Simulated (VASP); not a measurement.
# Ag (Im-3m) in VASP: settings compared, part 2 of 2

VASP 6.6.1. The steps go on from the part before.

### 3 Single point, BLYP

Contents of INCAR:

```
SYSTEM = Ag
PREC = Accurate ; ENCUT = 520
EDIFF = 1E-6 ; ISMEAR = -1
SIGMA = 0.05 ; LREAL = .False.
LASPH = .True. ; NELM = 60
ALGO = Normal ; ISIF = 2
LWAVE = .False. ; LCHARG = .False.
GGA = B5 ; ALDAX = 1.0
AGGAX = 1.0 ; AGGAC = 1.0
ALDAC = 0.0 ; NBANDS = 12
```

Contents of KPOINTS:

```
Automatic mesh
0
Gamma
  11 11 11
  0 0 0
```

Contents of POSCAR:

```
Ag
1.0
   -1.6556540000      1.6556540000      1.6556540000
    1.6556540000     -1.6556540000      1.6556540000
    1.6556540000      1.6556540000     -1.6556540000
Ag
1
Direct
    0.0000000000      0.0000000000      0.0000000000
```

Potentials or basis: VASP PAW PBE potentials, release 64 (Ag).

Started as:

```sh
cat potpaw_PBE.64/Ag/POTCAR > POTCAR
mpirun -np 1 vasp_std > vasp.out
```

OUTCAR:

```text
SYSTEM = Ag
   PREC = Accurate
   ENCUT = 520
   EDIFF = 1E-6
   ISMEAR = -1
   LREAL = .False.
   LASPH = .True.
   NELM = 60
   ISIF = 2
   GGA = B5

 ion  position               nearest neighbor table
   1  0.000  0.000  0.000-

  LATTYP: Found a body centered cubic cell.
 ALAT       =     3.3113080000

  Lattice vectors:

 A1 = (  -1.6556540000,   1.6556540000,   1.6556540000)
 A2 = (   1.6556540000,  -1.6556540000,   1.6556540000)
 A3 = (   1.6556540000,   1.6556540000,  -1.6556540000)

Analysis of symmetry for initial positions (statically):
=====================================================================
 Subroutine PRICEL returns:
 Original cell was already a primitive cell.

 Routine SETGRP: Setting up the symmetry group for a
 body centered cubic supercell.

 Subroutine GETGRP returns: Found 48 space group operations
[... 9 lines left out ...]

 Routine SETGRP: Setting up the symmetry group for a
 body centered cubic supercell.

 Subroutine GETGRP returns: Found 48 space group operations
[... 11 lines left out ...]
                                     Primitive cell

  volume of cell :      18.1538

  direct lattice vectors                    reciprocal lattice vectors
    -1.655654000  1.655654000  1.655654000     0.000000000  0.301995465  0.301995465
     1.655654000 -1.655654000  1.655654000     0.301995465  0.000000000  0.301995465
     1.655654000  1.655654000 -1.655654000     0.301995465  0.301995465  0.000000000

  length of vectors
     2.867676848  2.867676848  2.867676848     0.427086083  0.427086083  0.427086083

  position of ions in fractional coordinates (direct lattice)
     0.000000000  0.000000000  0.000000000

  ion indices of the primitive-cell ions
   primitive index   ion index
                 1           1

----------------------------------------------------------------------------------------

 KPOINTS: Automatic mesh

Automatic generation of k-mesh.
 Grid dimensions read from file:
 generate k-points for:   11   11   11

 Generating k-lattice:

  Cartesian coordinates                     Fractional coordinates (reciprocal lattice)
     0.000000000  0.027454133  0.027454133     0.090909091  0.000000000  0.000000000
     0.027454133  0.000000000  0.027454133     0.000000000  0.090909091  0.000000000
     0.027454133  0.027454133  0.000000000     0.000000000  0.000000000  0.090909091

  Length of vectors
     0.038826008  0.038826008  0.038826008

  Shift w.r.t. Gamma in fractional coordinates (k-lattice)
     0.000000000  0.000000000  0.000000000

 Subroutine IBZKPT returns following result:
 ===========================================

 Found     56 irreducible k-points:

 Following reciprocal coordinates:
            Coordinates               Weight
  0.000000  0.000000  0.000000      1.000000
  0.090909  0.000000  0.000000     12.000000
  0.181818  0.000000  0.000000     12.000000
  0.272727  0.000000  0.000000     12.000000
  0.363636  0.000000  0.000000     12.000000
  0.454545  0.000000  0.000000     12.000000
[... 16 lines left out ...]
  0.272727  0.181818  0.090909     48.000000
  0.363636  0.181818  0.090909     24.000000
 [... further k-points ...]
   k-points           NKPTS =     56   k-points in BZ     NKDIM =     56   number of bands    NBANDS=     12
   number of dos      NEDOS =    301   number of ions     NIONS =      1
   total plane-waves  NPLWV =  13824
   dimension x,y,z NGX =    24 NGY =   24 NGZ =   24
   dimension x,y,z NGXF=    48 NGYF=   48 NGZF=   48
   ions per type =               1
   NGX,Y,Z   is equivalent  to a cutoff of  13.91, 13.91, 13.91 a.u.
   NGXF,Y,Z  is equivalent  to a cutoff of  27.83, 27.83, 27.83 a.u.
 SYSTEM =  Ag
   PREC   = accura    normal or accurate (medium, high low for compatibility)
   ISTART =      0    job   : 0-new  1-cont  2-samecut
   ICHARG =      2    charge: 1-file 2-atom 10-const
   ISPIN  =      1    spin polarized calculation?
   LNONCOLLINEAR =      F non collinear calculations
   LSORBIT =      F    spin-orbit coupling
   LASPH  =      T    aspherical Exc in radial PAW
   ENCUT  =  520.0 eV  38.22 Ry    6.18 a.u.   5.33  5.33  5.33*2*pi/ulx,y,z
   NELM   =     60;   NELMIN=  2; NELMDL= -5     # of ELM steps
   EDIFF  = 0.1E-05   stopping-criterion for ELM
   LREAL  =      F    real-space projection
   EDIFFG = 0.1E-04   stopping-criterion for IOM
   NSW    =      0    number of steps for IOM
   IBRION =     -1    ionic relax: 0-MD 1-quasi-New 2-CG
   NFREE  =      0    steps in history (QN), initial steepest desc. (CG)
   ISIF   =      2    stress and relaxation
   ISYM   =      2    0-nonsym 1-usesym 2-fastsym
   POTIM  = 0.5000    time-step for ionic-motion
   TEBEG  =    0.0;   TEEND  =   0.0 temperature during run
   PSTRESS=    0.0 pullay stress
   NELECT =      11.0000    total number of electrons
   NUPDOWN=      -1.0000    fix difference up-down
   EMIN   =  10.00;   EMAX   =-10.00  energy-range for DOS
   EFERMI =   0.00;   METHOD = LEGACY
   ISMEAR =    -1;   SIGMA  =   0.05  broadening in eV -4-tet -1-fermi 0-gaus
   EFERMI_NEDOS =   21; number of points for ismear=-14 and -15
   IALGO  =     38    algorithm
   IMIX   =      4    mixing-type and parameters
     AMIX     =   0.40;   BMIX     =  1.00
     AMIX_MAG =   1.60;   BMIX_MAG =  1.00
  volume/ion in A,a.u.               =      18.15       122.51
  Fermi-wavevector in a.u.,A,eV,Ry     =   1.385318  2.617871 26.111022  1.919106
  Thomas-Fermi vector in A             =   2.509739
   LORBIT       =      0    0 simple, 1 ext, 2 COOP (PROOUT), +10 PAW based schemes
   GGA     = B5    functional components
   LHFCALC =     F    Hartree Fock is set to
   AEXX    =    0.0000 exact exchange contribution
   IVDW    =     0    specifies the selected vdW correction
   LEPSILON=     F    determine dielectric tensor
   LRPA    =     F    only Hartree local field effects (RPA)
 non-spin polarized calculation
  energy-cutoff  :      520.00
  volume of cell :       18.15
 maximum number of plane-waves:       498
 NGX is ok and might be reduce to    24
   NGX = 11   NGY = 11   NGZ = 11

 number of electron      11.0000001 magnetization

 Free energy of the ion-electron system (eV)
  ---------------------------------------------------
  ext. energy  EPLUGINS =         0.00000000
  ---------------------------------------------------
  free energy    TOTEN  =        -2.05635998 eV

  energy without entropy =       -2.05315259  energy(sigma->0) =       -2.05475628

 E-fermi :   8.1278     XC(G=0): -11.2710

 val. band max:        8.1036448165   @ k =  -0.3636   0.4545   0.0909
 cond. band min:       8.3836031332   @ k =  -0.4545   0.4545   0.0909
 fundamental gap:      0.2799583167
 Fermi energy:         8.1278192402

 k-point     1 :       0.0000    0.0000    0.0000
  band No.  band energies     occupation
      1       0.8491      2.00000
      2       3.3130      2.00000
      3       3.3130      2.00000
      4       3.3130      2.00000
      5       4.5242      2.00000
      6       4.5242      2.00000
      7      26.0957      0.00000
      8      26.0957      0.00000
      9      26.0957      0.00000
     10      30.9231      0.00000
     11      30.9231      0.00000
     12      30.9231      0.00000

 k-point     2 :       0.0909    0.0000    0.0000
  band No.  band energies     occupation
      1       1.1063      2.00000
      2       3.2545      2.00000
      3       3.3261      2.00000
      4       3.4548      2.00000
      5       4.4633      2.00000
      6       4.5282      2.00000
      7      25.2804      0.00000
      8      25.9414      0.00000
      9      26.2453      0.00000
     10      29.0737      0.00000
     11      29.3486      0.00000
     12      29.5422      0.00000

 k-point     3 :       0.1818    0.0000    0.0000
  band No.  band energies     occupation
      1       1.7674      2.00000
      2       3.1010      2.00000
      3       3.4275      2.00000
      4       3.8533      2.00000
      5       4.3615      2.00000
      6       4.5424      2.00000
      7      22.4400      0.00000
      8      24.8490      0.00000
      9      26.6225      0.00000
     10      27.1598      0.00000
     11      28.1097      0.00000
     12      29.2368      0.00000
[... 286 lines left out ...]
 k-point    23 :       0.2727    0.1818    0.0909
  band No.  band energies     occupation
      1       2.5838      2.00000
      2       2.8437      2.00000
      3       3.8500      2.00000
      4       4.5247      2.00000
      5       4.6502      2.00000
      6       9.0354      0.00000
      7      14.4696      0.00000
      8      17.0484      0.00000
      9      19.4842      0.00000
     10      30.1131      0.00000
     11      32.8538      0.00000
     12      34.0519      0.00000

 k-point    24 :       0.3636    0.1818    0.0909
  band No.  band energies     occupation
      1       2.5403      2.00000
      2       2.8076      2.00000
      3       4.0169      2.00000
      4       4.5590      2.00000
      5       4.6666      2.00000
      6      10.9162      0.00000
      7      12.2012      0.00000
      8      16.6959      0.00000
      9      19.2347      0.00000
     10      30.3287      0.00000
     11      32.7254      0.00000
     12      34.0661      0.00000

 [... further k-points ...]
[... 5 lines left out ...]
  --------------------------------------------------------------------------------------
  -------------------------------------------------------------------------------------
  Total        0.6484564      0.6484564      0.6484564     -0.0000000      0.0000000      0.0000000
  in kB       57.2298513     57.2298513     57.2298513     -0.0000000      0.0000000      0.0000000
  external PRESSURE =      57.2298513 kB  Pullay stress =       0.0000000 kB

 VOLUME and BASIS-vectors are now :
 -----------------------------------------------------------------------------
  energy-cutoff  :      520.00
  volume of cell :       18.15
      direct lattice vectors                 reciprocal lattice vectors
    -1.655654000  1.655654000  1.655654000     0.000000000  0.301995465  0.301995465
     1.655654000 -1.655654000  1.655654000     0.301995465  0.000000000  0.301995465
     1.655654000  1.655654000 -1.655654000     0.301995465  0.301995465  0.000000000

 POSITION                                       TOTAL-FORCE (eV/Angst)
 -----------------------------------------------------------------------------------
      0.00000      0.00000      0.00000         0.000000      0.000000      0.000000
 -----------------------------------------------------------------------------------
    total drift:                               -0.000000      0.000000      0.000000

  FREE ENERGIE OF THE ION-ELECTRON SYSTEM (eV)
  ---------------------------------------------------
  free  energy   TOTEN  =        -2.0563599759 eV

  energy  without entropy=       -2.0531525885  energy(sigma->0) =       -2.05475628
```

It took 8.2 s on 1 thread of Intel Xeon Platinum 8488C (Sapphire Rapids), shared host; peak memory 0.14 GiB.

What came out:

| Property | Result |
| --- | --- |
| Free energy | -2.0564 eV |
| Pressure | 5.7 GPa |

Caveat: the PAW data sets were made with another functional, which shifts forces and pressure a little.
